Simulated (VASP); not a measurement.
In3As, 4 atoms in the cell. Symmetry: Pm-3m, No. 221, cubic system. The conventional cell has a = 4.672 Å, b = 4.672 Å, c = 4.672 Å, α = 90.00°, β = 90.00°, γ = 90.00°. Within 4.3 Å of In (site symmetry 4/mmm) lie 8 In at 3.30 Å and 4 As at 3.30 Å. As (site symmetry m-3m) has 12 In at 3.30 Å within 4.3 Å. 

| Quantity | Value |
| --- | --- |
| Program | VASP 6.6.1 |
| Task | relaxation of cell and atoms |
| Functional | RPBE |
| Potentials or basis | VASP PAW PBE potentials, release 64 (In_d, As) |
| Cutoff | 600 eV |
| k mesh | 4 × 4 × 4 |
| Occupations | fermi-dirac, width 0.01 eV |
| Spin | no spin polarisation |
| Dipole correction | no |
| Further INCAR settings | ALGO = Normal; EDIFF = 1e-06; IBRION = 2; EDIFFG = -0.01; NSW = 80; ISIF = 3 |

Potentials or basis: VASP PAW PBE potentials, release 64 (In_d, As).

The run is started by

```console
$ cat potpaw_PBE.64/In_d/POTCAR potpaw_PBE.64/As/POTCAR > POTCAR
$ mpirun -np 1 vasp_std > vasp.out
```

Hardware: 1 thread of Intel Xeon 8259CL, with other jobs on the host.

Task: Estimate the wall time of this run.

Result: It took 2.1 min on 1 thread of Intel Xeon 8259CL, on a shared host, peak memory 0.26 GiB. Counts: scf iterations 28, k points 10, ion steps 3.
